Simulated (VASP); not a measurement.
# B (P6_3/mmc) in VASP: single point with LDA

Aim: the single point of B with LDA.

Everything below comes from runs of VASP 6.6.1. Logs are shortened: lines on timing, memory, paths and dates and some standing lists are left out, and cuts for length are marked.

## Step 1: The cell of the first run

Symmetry: P6_3/mmc, No. 194, hexagonal system. The conventional cell has a = 2.536 Å, b = 2.536 Å, c = 4.199 Å, α = 90.00°, β = 90.00°, γ = 120.00°. B (site symmetry -6m2) has 12 B at 2.54 to 2.56 Å within 3.3 Å.

## Step 2: Single point, LDA

Input file INCAR:

```
SYSTEM = B
PREC = Accurate
ENCUT = 520
EDIFF = 1E-6
ISMEAR = 1
SIGMA = 0.02
LREAL = .False.
LASPH = .True.
NELM = 80
ALGO = Normal
ISIF = 2
LWAVE = .False.
LCHARG = .False.
GGA = CA
NBANDS = 10
```

Input file KPOINTS:

```
Automatic mesh
0
Gamma
  8 8 4
  0 0 0
```

Input file POSCAR:

```
B
1.0
    2.5360000000      0.0000000000      0.0000000000
   -1.2680000000      2.1962400000      0.0000000000
    0.0000000000      0.0000000000      4.1990000000
B
2
Direct
    0.6666666667      0.3333333333      0.0000000000
    0.3333333333      0.6666666667      0.5000000000
```

Potentials or basis: VASP PAW LDA potentials, release 64 (B).

Command:

```
cat potpaw_LDA.64/B/POTCAR > POTCAR
mpirun -np 1 vasp_std > vasp.out
```

OUTCAR:

```text
SYSTEM = B
   PREC = Accurate
   ENCUT = 520
   EDIFF = 1E-6
   ISMEAR = 1
   LREAL = .False.
   LASPH = .True.
   NELM = 80
   ISIF = 2
   GGA = CA

 ion  position               nearest neighbor table
   1  0.667  0.333  0.000-
   2  0.333  0.667  0.500-

  LATTYP: Found a hexagonal cell.
 ALAT       =     2.5360000000
 C/A-ratio  =     1.6557570978

  Lattice vectors:

 A1 = (   2.5360000000,   0.0000000000,   0.0000000000)
 A2 = (  -1.2680000000,   2.1962400000,   0.0000000000)
 A3 = (   0.0000000000,   0.0000000000,   4.1990000000)

Analysis of symmetry for initial positions (statically):
=====================================================================
 Subroutine PRICEL returns:
 Original cell was already a primitive cell.

 Routine SETGRP: Setting up the symmetry group for a
 hexagonal supercell.

 Subroutine GETGRP returns: Found 24 space group operations
 (whereof 12 operations were pure point group operations)
 out of a pool of 24 trial point group operations.

The static configuration has the point symmetry D_3h.
 The point group associated with its full space group is D_6h.

Analysis of symmetry for dynamics (positions and initial velocities):
=====================================================================
 Subroutine PRICEL returns:
 Original cell was already a primitive cell.

 Routine SETGRP: Setting up the symmetry group for a
 hexagonal supercell.

 Subroutine GETGRP returns: Found 24 space group operations
 (whereof 12 operations were pure point group operations)
 out of a pool of 24 trial point group operations.

The dynamic configuration has the point symmetry D_3h.
 The point group associated with its full space group is D_6h.

 Subroutine INISYM returns: Found 24 space group operations
 (whereof 12 operations are pure point group operations),
 and found     1 'primitive' translations

----------------------------------------------------------------------------------------

                                     Primitive cell

  volume of cell :      23.3870

  direct lattice vectors                    reciprocal lattice vectors
     2.536000000  0.000000000  0.000000000     0.394321767  0.227661822  0.000000000
    -1.268000000  2.196240000  0.000000000     0.000000000  0.455323644  0.000000000
     0.000000000  0.000000000  4.199000000     0.000000000  0.000000000  0.238151941

  length of vectors
     2.536000000  2.535999633  4.199000000     0.455323578  0.455323644  0.238151941

  position of ions in fractional coordinates (direct lattice)
     0.666666667  0.333333333  0.000000000
     0.333333333  0.666666667  0.500000000

  ion indices of the primitive-cell ions
   primitive index   ion index
                 1           1
                 2           2

----------------------------------------------------------------------------------------

 KPOINTS: Automatic mesh

Automatic generation of k-mesh.
 Grid dimensions read from file:
 generate k-points for:    8    8    4

 Generating k-lattice:

  Cartesian coordinates                     Fractional coordinates (reciprocal lattice)
     0.049290221  0.028457728  0.000000000     0.125000000  0.000000000  0.000000000
     0.000000000  0.056915456  0.000000000     0.000000000  0.125000000  0.000000000
     0.000000000  0.000000000  0.059537985     0.000000000  0.000000000  0.250000000

  Length of vectors
     0.056915447  0.056915456  0.059537985

  Shift w.r.t. Gamma in fractional coordinates (k-lattice)
     0.000000000  0.000000000  0.000000000

 Subroutine IBZKPT returns following result:
 ===========================================

 Found     30 irreducible k-points:

 Following reciprocal coordinates:
            Coordinates               Weight
  0.000000  0.000000  0.000000      1.000000
  0.125000 -0.000000  0.000000      6.000000
  0.250000 -0.000000  0.000000      6.000000
  0.375000 -0.000000  0.000000      6.000000
  0.500000 -0.000000  0.000000      3.000000
  0.125000  0.125000  0.000000      6.000000
[... 16 lines left out ...]
  0.250000 -0.000000  0.500000      6.000000
  0.375000 -0.000000  0.500000      6.000000
 [... further k-points ...]
   k-points           NKPTS =     30   k-points in BZ     NKDIM =     30   number of bands    NBANDS=     10
   number of dos      NEDOS =    301   number of ions     NIONS =      2
   total plane-waves  NPLWV =  12800
   dimension x,y,z NGX =    20 NGY =   20 NGZ =   32
   dimension x,y,z NGXF=    40 NGYF=   40 NGZF=   64
   ions per type =               2
   NGX,Y,Z   is equivalent  to a cutoff of  13.11, 13.11, 12.67 a.u.
   NGXF,Y,Z  is equivalent  to a cutoff of  26.22, 26.22, 25.34 a.u.
 SYSTEM =  B
   PREC   = accura    normal or accurate (medium, high low for compatibility)
   ISTART =      0    job   : 0-new  1-cont  2-samecut
   ICHARG =      2    charge: 1-file 2-atom 10-const
   ISPIN  =      1    spin polarized calculation?
   LNONCOLLINEAR =      F non collinear calculations
   LSORBIT =      F    spin-orbit coupling
   LASPH  =      T    aspherical Exc in radial PAW
   ENCUT  =  520.0 eV  38.22 Ry    6.18 a.u.   4.72  4.72  7.81*2*pi/ulx,y,z
   NELM   =     80;   NELMIN=  2; NELMDL= -5     # of ELM steps
   EDIFF  = 0.1E-05   stopping-criterion for ELM
   LREAL  =      F    real-space projection
   EDIFFG = 0.1E-04   stopping-criterion for IOM
   NSW    =      0    number of steps for IOM
   IBRION =     -1    ionic relax: 0-MD 1-quasi-New 2-CG
   NFREE  =      0    steps in history (QN), initial steepest desc. (CG)
   ISIF   =      2    stress and relaxation
   ISYM   =      2    0-nonsym 1-usesym 2-fastsym
   POTIM  = 0.5000    time-step for ionic-motion
   TEBEG  =    0.0;   TEEND  =   0.0 temperature during run
   PSTRESS=    0.0 pullay stress
   NELECT =       6.0000    total number of electrons
   NUPDOWN=      -1.0000    fix difference up-down
   EMIN   =  10.00;   EMAX   =-10.00  energy-range for DOS
   EFERMI =   0.00;   METHOD = LEGACY
   ISMEAR =     1;   SIGMA  =   0.02  broadening in eV -4-tet -1-fermi 0-gaus
   EFERMI_NEDOS =   21; number of points for ismear=-14 and -15
   IALGO  =     38    algorithm
   IMIX   =      4    mixing-type and parameters
     AMIX     =   0.40;   BMIX     =  1.00
     AMIX_MAG =   1.60;   BMIX_MAG =  1.00
  volume/ion in A,a.u.               =      11.69        78.91
  Fermi-wavevector in a.u.,A,eV,Ry     =   1.040240  1.965769 14.722858  1.082100
  Thomas-Fermi vector in A             =   2.174807
   LORBIT       =      0    0 simple, 1 ext, 2 COOP (PROOUT), +10 PAW based schemes
   GGA     = CA    functional components
   LHFCALC =     F    Hartree Fock is set to
   AEXX    =    0.0000 exact exchange contribution
   IVDW    =     0    specifies the selected vdW correction
   LEPSILON=     F    determine dielectric tensor
   LRPA    =     F    only Hartree local field effects (RPA)
 non-spin polarized calculation
 Methfessel and Paxton  Order N= 1 SIGMA  =   0.02
  energy-cutoff  :      520.00
  volume of cell :       23.39
 maximum number of plane-waves:       652
 NGX is ok and might be reduce to    20
   NGX =  9   NGY =  9   NGZ = 15

 number of electron       6.0000000 magnetization

 Free energy of the ion-electron system (eV)
  ---------------------------------------------------
  ext. energy  EPLUGINS =         0.00000000
  ---------------------------------------------------
  free energy    TOTEN  =        -8.87550885 eV

  energy without entropy =       -8.87553679  energy(sigma->0) =       -8.87551816

 E-fermi :   3.3726     XC(G=0): -10.3800

 val. band max:        3.3376396356   @ k =   0.2500   0.2500   0.2500
 cond. band min:       3.3852301525   @ k =   0.1250   0.1250   0.2500
 fundamental gap:      0.0475905169
 Fermi energy:         3.3726181556

 k-point     1 :       0.0000    0.0000    0.0000
  band No.  band energies     occupation
      1      -8.5133      2.00000
      2      -1.4601      2.00000
      3      -1.3966      2.00000
      4      10.6566      0.00000
      5      10.6566      0.00000
      6      11.8219      0.00000
      7      11.9943      0.00000
      8      11.9943      0.00000
      9      23.1736      0.00000
     10      25.0709      0.00000

 k-point     2 :       0.1250   -0.0000    0.0000
  band No.  band energies     occupation
      1      -8.1019      2.00000
      2      -1.0518      2.00000
      3      -1.0319      2.00000
      4       8.9591      0.00000
      5       9.8998      0.00000
      6      11.2938      0.00000
      7      11.6158      0.00000
      8      11.9040      0.00000
      9      21.5413      0.00000
     10      23.5770      0.00000

 k-point     3 :       0.2500   -0.0000    0.0000
  band No.  band energies     occupation
      1      -6.8718      2.00000
      2      -0.0272      2.00000
      3       0.2274      2.00000
      4       5.3491      0.00000
      5       8.6396      0.00000
      6       9.3301      0.00000
      7      10.6779      0.00000
      8      11.3702      0.00000
      9      18.5336      0.00000
     10      20.6850      0.00000

 k-point     4 :       0.3750   -0.0000    0.0000
  band No.  band energies     occupation
      1      -4.8396      2.00000
      2       1.2476      2.00000
      3       1.8709      2.00000
      4       2.1905      2.00000
      5       6.7024      0.00000
      6       7.7000      0.00000
      7       8.5687      0.00000
      8      10.7847      0.00000
      9      16.7764      0.00000
     10      18.3655      0.00000
[... 222 lines left out ...]
 k-point    22 :       0.1250   -0.0000    0.5000
  band No.  band energies     occupation
      1      -6.3081      2.00000
      2      -6.3081      2.00000
      3       6.7684      0.00000
      4       6.7684      0.00000
      5      10.0229      0.00000
      6      10.0229      0.00000
      7      10.8262      0.00000
      8      10.8262      0.00000
      9      21.4639      0.00000
     10      21.4639      0.00000

 k-point    23 :       0.2500   -0.0000    0.5000
  band No.  band energies     occupation
      1      -5.0935      2.00000
      2      -5.0935      2.00000
      3       6.5196      0.00000
      4       6.5196      0.00000
      5       7.8583      0.00000
      6       7.8583      0.00000
      7       9.8224      0.00000
      8       9.8224      0.00000
      9      19.2706      0.00000
     10      19.2706      0.00000

 k-point    24 :       0.3750   -0.0000    0.5000
  band No.  band energies     occupation
      1      -3.1020      2.00000
      2      -3.1020      2.00000
      3       3.0678      2.00000
      4       3.0678      2.00000
      5       8.5970      0.00000
      6       8.5970      0.00000
      7       8.9994      0.00000
      8       8.9994      0.00000
      9      18.3730      0.00000
     10      18.3730      0.00000

 [... further k-points ...]

------------------------ aborting loop because EDIFF is reached ----------------------------------------

  FORCE on cell =-STRESS in cart. coord.  units (eV):
  Direction    XX          YY          ZZ          XY          YZ          ZX
  --------------------------------------------------------------------------------------
  -------------------------------------------------------------------------------------
  Total       -5.9393100     -5.9393077     -5.6769834      0.0000000     -0.0000000      0.0000000
  in kB     -406.8849782   -406.8848211   -388.9137380      0.0000000     -0.0000000      0.0000000
  external PRESSURE =    -400.8945124 kB  Pullay stress =       0.0000000 kB

 VOLUME and BASIS-vectors are now :
 -----------------------------------------------------------------------------
  energy-cutoff  :      520.00
  volume of cell :       23.39
      direct lattice vectors                 reciprocal lattice vectors
     2.536000000  0.000000000  0.000000000     0.394321767  0.227661822  0.000000000
    -1.268000000  2.196240000  0.000000000     0.000000000  0.455323644  0.000000000
     0.000000000  0.000000000  4.199000000     0.000000000  0.000000000  0.238151941

 POSITION                                       TOTAL-FORCE (eV/Angst)
 -----------------------------------------------------------------------------------
      1.26800      0.73208      0.00000        -0.000000     -0.000000      0.000000
     -0.00000      1.46416      2.09950         0.000000      0.000000      0.000000
 -----------------------------------------------------------------------------------
    total drift:                                0.000000     -0.000000     -0.000000

  FREE ENERGIE OF THE ION-ELECTRON SYSTEM (eV)
  ---------------------------------------------------
  free  energy   TOTEN  =        -8.8755088539 eV

  energy  without entropy=       -8.8755367863  energy(sigma->0) =       -8.87551816
```

It took 5.5 s on 1 thread of Intel Xeon 8259CL, shared host; peak memory 0.12 GiB.

What came out:

* Free energy: -8.8755 eV
* Pressure: -40.1 GPa
* Band gap on the k mesh: zero (band 3 reaches 7.14 eV, above the bottom of band 4 at 0.16 eV)

Stress tensor (GPa, compression positive):
```
-40.69   0.00   0.00
  0.00 -40.69   0.00
  0.00   0.00 -38.89
```

Caveat: the k points lie up to 0.37 Å⁻¹ apart.
